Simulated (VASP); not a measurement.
# InAs (F-43m) in VASP: relaxation of cell and atoms with PBE

Aim: the relaxation of cell and atoms of InAs with PBE.

Everything below comes from runs of VASP 6.6.1. Logs are shortened: lines on timing, memory, paths and dates and some standing lists are left out, and cuts for length are marked.

### 1 The cell of the first run

The structure is cubic, space group F-43m (No. 216). Conventional cell: a = 6.107 Å, b = 6.107 Å, c = 6.107 Å, α = 90.00°, β = 90.00°, γ = 90.00°. In (site symmetry -43m) has 4 As at 2.64 Å within 3.5 Å. As (site symmetry -43m) has 4 In at 2.64 Å within 3.5 Å.

### 2 Relaxation of cell and atoms, PBE

File INCAR:

```
SYSTEM = InAs
PREC = Accurate ; ENCUT = 500
EDIFF = 1E-7 ; ISMEAR = 0
SIGMA = 0.1 ; LREAL = .FALSE.
LASPH = .TRUE. ; NELM = 120
ALGO = Normal ; ISIF = 3
LWAVE = .FALSE. ; LCHARG = .FALSE.
GGA = PE ; IBRION = 2
NSW = 100 ; EDIFFG = -0.002
GGA_COMPAT = .FALSE. ; NELMIN = 4
```

File KPOINTS:

```
regular mesh
0
G
  12 12 12
  0 0 0
```

File POSCAR:

```
InAs
1.0
    0.0000000000      3.0535616600      3.0535616600
    3.0535616600      0.0000000000      3.0535616600
    3.0535616600      3.0535616600      0.0000000000
In As
1 1
Direct
    0.0000000000      0.0000000000      0.0000000000
    0.2500000000      0.2500000000      0.2500000000
```

Potentials or basis: VASP PAW PBE potentials, release 64 (In_d, As).

Command:

```sh
> cat potpaw_PBE.64/In_d/POTCAR potpaw_PBE.64/As/POTCAR > POTCAR
> mpirun -np 1 vasp_std > vasp.out
```

OUTCAR:

```text
SYSTEM = InAs
   PREC = Accurate
   ENCUT = 500
   EDIFF = 1E-7
   ISMEAR = 0
   LREAL = .FALSE.
   LASPH = .TRUE.
   NELM = 120
   ISIF = 3
   GGA = PE
   IBRION = 2
   NSW = 100
   EDIFFG = -0.002
   NELMIN = 4

 ion  position               nearest neighbor table
   1  0.000  0.000  0.000-   2 2.64   2 2.64   2 2.64   2 2.64
   2  0.250  0.250  0.250-   1 2.64   1 2.64   1 2.64   1 2.64

  LATTYP: Found a face centered cubic cell.
 ALAT       =     6.1071233200

  Lattice vectors:

 A1 = (   0.0000000000,   3.0535616600,   3.0535616600)
 A2 = (   3.0535616600,   0.0000000000,   3.0535616600)
 A3 = (   3.0535616600,   3.0535616600,   0.0000000000)

Analysis of symmetry for initial positions (statically):
=====================================================================
 Subroutine PRICEL returns:
 Original cell was already a primitive cell.

 Routine SETGRP: Setting up the symmetry group for a
 face centered cubic supercell.

 Subroutine GETGRP returns: Found 24 space group operations
 (whereof 24 operations were pure point group operations)
 out of a pool of 48 trial point group operations.

The static configuration has the point symmetry T_d .

Analysis of symmetry for dynamics (positions and initial velocities):
=====================================================================
 Subroutine PRICEL returns:
 Original cell was already a primitive cell.

 Routine SETGRP: Setting up the symmetry group for a
 face centered cubic supercell.

 Subroutine GETGRP returns: Found 24 space group operations
 (whereof 24 operations were pure point group operations)
 out of a pool of 48 trial point group operations.

The dynamic configuration has the point symmetry T_d .

 Subroutine INISYM returns: Found 24 space group operations
 (whereof 24 operations are pure point group operations),
 and found     1 'primitive' translations

----------------------------------------------------------------------------------------

                                     Primitive cell

  volume of cell :      56.9443

  direct lattice vectors                    reciprocal lattice vectors
     0.000000000  3.053561660  3.053561660    -0.163743214  0.163743214  0.163743214
     3.053561660  0.000000000  3.053561660     0.163743214 -0.163743214  0.163743214
     3.053561660  3.053561660  0.000000000     0.163743214  0.163743214 -0.163743214

  length of vectors
     4.318388313  4.318388313  4.318388313     0.283611566  0.283611566  0.283611566

  position of ions in fractional coordinates (direct lattice)
     0.000000000  0.000000000  0.000000000
     0.250000000  0.250000000  0.250000000

  ion indices of the primitive-cell ions
   primitive index   ion index
                 1           1
                 2           2

----------------------------------------------------------------------------------------

 KPOINTS: regular mesh

Automatic generation of k-mesh.
 Grid dimensions read from file:
 generate k-points for:   12   12   12

 Generating k-lattice:

  Cartesian coordinates                     Fractional coordinates (reciprocal lattice)
    -0.013645268  0.013645268  0.013645268     0.083333333  0.000000000  0.000000000
     0.013645268 -0.013645268  0.013645268     0.000000000  0.083333333  0.000000000
     0.013645268  0.013645268 -0.013645268     0.000000000  0.000000000  0.083333333

  Length of vectors
     0.023634297  0.023634297  0.023634297

  Shift w.r.t. Gamma in fractional coordinates (k-lattice)
     0.000000000  0.000000000  0.000000000

 Subroutine IBZKPT returns following result:
 ===========================================

 Found     72 irreducible k-points:

 Following reciprocal coordinates:
            Coordinates               Weight
  0.000000  0.000000  0.000000      1.000000
  0.083333  0.000000  0.000000      8.000000
  0.166667  0.000000  0.000000      8.000000
  0.250000  0.000000  0.000000      8.000000
  0.333333  0.000000  0.000000      8.000000
  0.416667  0.000000  0.000000      8.000000
[... 16 lines left out ...]
  0.500000  0.166667  0.000000     24.000000
 -0.416667  0.166667  0.000000     24.000000
 [... further k-points ...]
   k-points           NKPTS =     72   k-points in BZ     NKDIM =     72   number of bands    NBANDS=     13
   number of dos      NEDOS =    301   number of ions     NIONS =      2
   total plane-waves  NPLWV =  32768
   dimension x,y,z NGX =    32 NGY =   32 NGZ =   32
   dimension x,y,z NGXF=    64 NGYF=   64 NGZF=   64
   ions per type =               1   1
   NGX,Y,Z   is equivalent  to a cutoff of  12.32, 12.32, 12.32 a.u.
   NGXF,Y,Z  is equivalent  to a cutoff of  24.64, 24.64, 24.64 a.u.
 SYSTEM =  InAs
   PREC   = accura    normal or accurate (medium, high low for compatibility)
   ISTART =      0    job   : 0-new  1-cont  2-samecut
   ICHARG =      2    charge: 1-file 2-atom 10-const
   ISPIN  =      1    spin polarized calculation?
   LNONCOLLINEAR =      F non collinear calculations
   LSORBIT =      F    spin-orbit coupling
   LASPH  =      T    aspherical Exc in radial PAW
   ENCUT  =  500.0 eV  36.75 Ry    6.06 a.u.   7.87  7.87  7.87*2*pi/ulx,y,z
   NELM   =    120;   NELMIN=  4; NELMDL= -5     # of ELM steps
   EDIFF  = 0.1E-06   stopping-criterion for ELM
   LREAL  =      F    real-space projection
   EDIFFG = -.2E-02   stopping-criterion for IOM
   NSW    =    100    number of steps for IOM
   IBRION =      2    ionic relax: 0-MD 1-quasi-New 2-CG
   NFREE  =      1    steps in history (QN), initial steepest desc. (CG)
   ISIF   =      3    stress and relaxation
   ISYM   =      2    0-nonsym 1-usesym 2-fastsym
   POTIM  = 0.5000    time-step for ionic-motion
   TEBEG  =    0.0;   TEEND  =   0.0 temperature during run
   PSTRESS=    0.0 pullay stress
   NELECT =      18.0000    total number of electrons
   NUPDOWN=      -1.0000    fix difference up-down
   EMIN   =  10.00;   EMAX   =-10.00  energy-range for DOS
   EFERMI =   0.00;   METHOD = LEGACY
   ISMEAR =     0;   SIGMA  =   0.10  broadening in eV -4-tet -1-fermi 0-gaus
   EFERMI_NEDOS =   21; number of points for ismear=-14 and -15
   IALGO  =     38    algorithm
   IMIX   =      4    mixing-type and parameters
     AMIX     =   0.40;   BMIX     =  1.00
     AMIX_MAG =   1.60;   BMIX_MAG =  1.00
  volume/ion in A,a.u.               =      28.47       192.14
  Fermi-wavevector in a.u.,A,eV,Ry     =   1.115190  2.107404 16.920877  1.243649
  Thomas-Fermi vector in A             =   2.251793
   LORBIT       =      0    0 simple, 1 ext, 2 COOP (PROOUT), +10 PAW based schemes
   GGA     = PE    functional components
   LHFCALC =     F    Hartree Fock is set to
   AEXX    =    0.0000 exact exchange contribution
   IVDW    =     0    specifies the selected vdW correction
   LEPSILON=     F    determine dielectric tensor
   LRPA    =     F    only Hartree local field effects (RPA)
 conjugate gradient relaxation of ions
 non-spin polarized calculation
 Gauss-broadening in eV      SIGMA  =   0.10
  energy-cutoff  :      500.00
  volume of cell :       56.94
 maximum number of plane-waves:      1464
   NGX = 15   NGY = 15   NGZ = 15

--------------------------------------- Ionic step        1  -------------------------------------------

 number of electron      17.9999995 magnetization

 Free energy of the ion-electron system (eV)
  ---------------------------------------------------
  ext. energy  EPLUGINS =         0.00000000
  ---------------------------------------------------
  free energy    TOTEN  =        -7.70474847 eV

  energy without entropy =       -7.70459372  energy(sigma->0) =       -7.70467109

------------------------ aborting loop because EDIFF is reached ----------------------------------------

  FORCE on cell =-STRESS in cart. coord.  units (eV):
  Direction    XX          YY          ZZ          XY          YZ          ZX
  --------------------------------------------------------------------------------------
  -------------------------------------------------------------------------------------
  Total        0.7539956      0.7539956      0.7539956      0.0000000      0.0000000      0.0000000
  in kB       21.2143299     21.2143299     21.2143299      0.0000000      0.0000000      0.0000000
  external PRESSURE =      21.2143299 kB  Pullay stress =       0.0000000 kB

 VOLUME and BASIS-vectors are now :
 -----------------------------------------------------------------------------
  energy-cutoff  :      500.00
  volume of cell :       56.94
      direct lattice vectors                 reciprocal lattice vectors
     0.000000000  3.053561660  3.053561660    -0.163743214  0.163743214  0.163743214
     3.053561660  0.000000000  3.053561660     0.163743214 -0.163743214  0.163743214
     3.053561660  3.053561660  0.000000000     0.163743214  0.163743214 -0.163743214
[... 109 lines left out ...]
 POSITION                                       TOTAL-FORCE (eV/Angst)
 -----------------------------------------------------------------------------------
      3.09502      6.19005      3.09502         0.000000      0.000000      0.000000
      1.54751      1.54751      1.54751        -0.000000     -0.000000     -0.000000
 -----------------------------------------------------------------------------------
    total drift:                               -0.000000     -0.000000      0.000000

  FREE ENERGIE OF THE ION-ELECTRON SYSTEM (eV)
  ---------------------------------------------------
  free  energy   TOTEN  =        -7.7194257599 eV

  energy  without entropy=       -7.7192671217  energy(sigma->0) =       -7.71934644

--------------------------------------- Ionic step        5  -------------------------------------------

 number of electron      18.0000010 magnetization

 Free energy of the ion-electron system (eV)
  ---------------------------------------------------
  ext. energy  EPLUGINS =         0.00000000
  ---------------------------------------------------
  free energy    TOTEN  =        -7.71943051 eV

  energy without entropy =       -7.71927193  energy(sigma->0) =       -7.71935122

 E-fermi :   3.8968     XC(G=0):  -8.7919

 val. band max:        3.8315874760   @ k =   0.0000   0.0000   0.0000
 cond. band min:       4.4538990178   @ k =   0.0833   0.0000   0.0000
 fundamental gap:      0.6223115418
 Fermi energy:         3.8968280305

 k-point     1 :       0.0000    0.0000    0.0000
  band No.  band energies     occupation
      1     -10.4340      2.00000
      2     -10.4340      2.00000
      3     -10.4340      2.00000
      4     -10.3345      2.00000
      5     -10.3345      2.00000
      6      -7.6042      2.00000
      7       3.2845      2.00000
      8       3.8316      1.64381
      9       3.8316      1.64381
     10       3.8316      1.64381
     11       7.7044      0.00000
     12       7.7044      0.00000
     13       7.7044      0.00000

 k-point     2 :       0.0833    0.0000    0.0000
  band No.  band energies     occupation
      1     -10.4407      2.00000
      2     -10.4319      2.00000
      3     -10.4319      2.00000
      4     -10.3346      2.00000
      5     -10.3346      2.00000
      6      -7.5404      2.00000
      7       2.4474      2.00000
      8       3.7507      1.96118
      9       3.7507      1.96118
     10       4.4539      0.00000
     11       7.7158      0.00000
[... 339 lines left out ...]
 k-point    24 :      -0.4167    0.1667    0.0000
  band No.  band energies     occupation
      1     -10.5338      2.00000
      2     -10.4042      2.00000
      3     -10.3999      2.00000
      4     -10.3337      2.00000
      5     -10.3295      2.00000
      6      -6.2094      2.00000
      7      -1.4948      2.00000
      8       1.6398      2.00000
      9       2.6915      2.00000
     10       5.8861      0.00000
     11       8.1437      0.00000
     12       9.1398      0.00000
     13      10.5077      0.00000

 [... further k-points ...]

------------------------ aborting loop because EDIFF is reached ----------------------------------------

  FORCE on cell =-STRESS in cart. coord.  units (eV):
  Direction    XX          YY          ZZ          XY          YZ          ZX
  --------------------------------------------------------------------------------------
  -------------------------------------------------------------------------------------
  Total        0.0002064      0.0002064      0.0002064      0.0000000      0.0000000     -0.0000000
  in kB        0.0055805      0.0055805      0.0055805      0.0000000      0.0000000     -0.0000000
  external PRESSURE =       0.0055805 kB  Pullay stress =       0.0000000 kB

 VOLUME and BASIS-vectors are now :
 -----------------------------------------------------------------------------
  energy-cutoff  :      500.00
  volume of cell :       59.25
      direct lattice vectors                 reciprocal lattice vectors
     0.000000000  3.094278214  3.094278214    -0.161588573  0.161588573  0.161588573
     3.094278214 -0.000000000  3.094278214     0.161588573 -0.161588573  0.161588573
     3.094278214  3.094278214 -0.000000000     0.161588573  0.161588573 -0.161588573

 POSITION                                       TOTAL-FORCE (eV/Angst)
 -----------------------------------------------------------------------------------
      3.09428     -0.00000      3.09428        -0.000000      0.000000      0.000000
      1.54714      1.54714      1.54714         0.000000     -0.000000     -0.000000
 -----------------------------------------------------------------------------------
    total drift:                               -0.000000     -0.000000      0.000000

  FREE ENERGIE OF THE ION-ELECTRON SYSTEM (eV)
  ---------------------------------------------------
  free  energy   TOTEN  =        -7.7194305055 eV

  energy  without entropy=       -7.7192719326  energy(sigma->0) =       -7.71935122

 reached required accuracy - stopping structural energy minimisation
```

Wall time 3.1 min (1 thread of AMD EPYC 7R13, shared host); peak memory 0.22 GiB.

Results:

* Free energy: -7.7194 eV
* Relaxed volume: 29.63 Å³/atom
* Relaxed cell: a = 4.376 Å, b = 4.376 Å, c = 4.376 Å, α = 60.00°, β = 60.00°, γ = 60.00°
* Space group after relaxing (to 0.1 Å): F-43m (No. 216)
* Energy gained by relaxing: 7.3 meV/atom
* Ionic steps: 5
* Pressure after relaxing: 0.0 GPa
* Band gap on the k mesh: zero (filled and empty bands touch)

Step by step:
| step | energy change (eV) | largest force (eV/Å) | pressure (GPa) | volume (Å³) |
| --- | --- | --- | --- | --- |
| 1 | 0.0000 | 0.0000 | 2.12 | 56.94 |
| 2 | -0.0129 | 0.0000 | -0.67 | 60.11 |
| 3 | -0.0147 | 0.0000 | 0.01 | 59.25 |
| 4 | -0.0147 | 0.0000 | -0.03 | 59.30 |
| 5 | -0.0147 | 0.0000 | 0.00 | 59.25 |

Final structure:
```
CELL_PARAMETERS angstrom
0.00000 3.09428 3.09428
3.09428 0.00000 3.09428
3.09428 3.09428 0.00000
ATOMIC_POSITIONS crystal
In 0.00000 0.00000 0.00000
As 0.25000 0.25000 0.25000
```

Levels at points of the mesh, in eV from the Fermi level:
```csv
k point,band 7,band 8,band 9,band 10,band 11,band 12
"(0.00, 0.00, 0.00)",-0.61,-0.07,-0.07,-0.07,3.81,3.81
"(0.50, 0.00, 0.00)",-5.49,-0.96,-0.96,0.74,4.57,4.57
"(0.50, 0.50, 0.00)",-5.62,-2.16,-2.16,1.59,1.98,8.69
```

Caveat: semilocal functionals underestimate gaps, and a narrow one can read as zero; spin-orbit coupling is left out, which moves the levels of the heavy elements.

The gap in the log of VASP goes by the Fermi energy; the results here count the filled bands.